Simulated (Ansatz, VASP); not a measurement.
## Fe: VASP beside Ansatz

The input INCAR:

```
PREC = Accurate
ENCUT = 520
EDIFF = 1E-6
ISMEAR = 0
SIGMA = 0.15
LREAL = F
LASPH = T
NELM = 100
ALGO = Normal
ISIF = 2
LWAVE = F
LCHARG = T
GGA = PS
LELF = T
LVHAR = T
NBANDS = 15
```

KPOINTS

```
Automatic mesh
0
Gamma
  24 24 12
```

POSCAR

```
Fe
1.0
    2.4341575853      0.0000000000      0.0000000000
   -1.2170787927      2.1080423057      0.0000000000
    0.0000000000      0.0000000000      3.9571925041
Fe
2
Direct
    0.3333333333      0.6666666667      0.2500000000
    0.6666666667      0.3333333333      0.7500000000
```

Input for Ansatz:

```yaml
crystal:
  lattice:
    - [2.4341575853, 0.0, 0.0]
    - [-1.2170787927, 2.1080423057, 0.0]
    - [0.0, 0.0, 3.9571925041]
  atoms:
    - { symbol: Fe, position: [0.3333333333, 0.6666666667, 0.25] }
    - { symbol: Fe, position: [0.6666666667, 0.3333333333, 0.75] }
basis:
  ecutwfc: 420
kpoints:
  mp_grid: { grid: [24, 24, 12] }
hamiltonian:
  xc: pbesol
scf:
  occupations: { method: gaussian, width: 0.15 }
output:
  forces: true
  stress: true
  eigenvalues: true
```

Change from the starting cell: strain +0.0300 x Voigt [0, 0, 1, 0, 0, 0], atoms carried along.

Alike in both runs: task single point; functional PBEsol; k mesh 24 × 24 × 12; occupations gaussian, width 0.15 eV; no spin polarisation.

|  | VASP | Ansatz |
| --- | --- | --- |
| version | VASP 6.6.1 | Ansatz 0.2.0 |
| potentials or method | VASP PAW PBE potentials, release 64 (Fe), cutoff 520 eV | scalar-relativistic, plane waves, PAW |
| valence electrons in the cell | 16 | 32 |

Ansatz gave:

* gap on the k mesh at the Fermi level (eV): none
* pressure (GPa): -10.1
* traceless stress, the component that is largest in VASP (GPa): -8.56

**Question.** What did VASP give for the same quantities?

**Answer.** gap on the k mesh at the Fermi level (eV): none; pressure (GPa): -10.4; traceless stress, the component that is largest in VASP (GPa): -8.42.

VASP's potentials were made for PBE, not for PBEsol. A gap of «none» marks a metal or a gap that the smearing closes. VASP's potentials hold 16 valence electrons a cell and Ansatz's 32, so a difference there can come from the potentials and not from the codes.
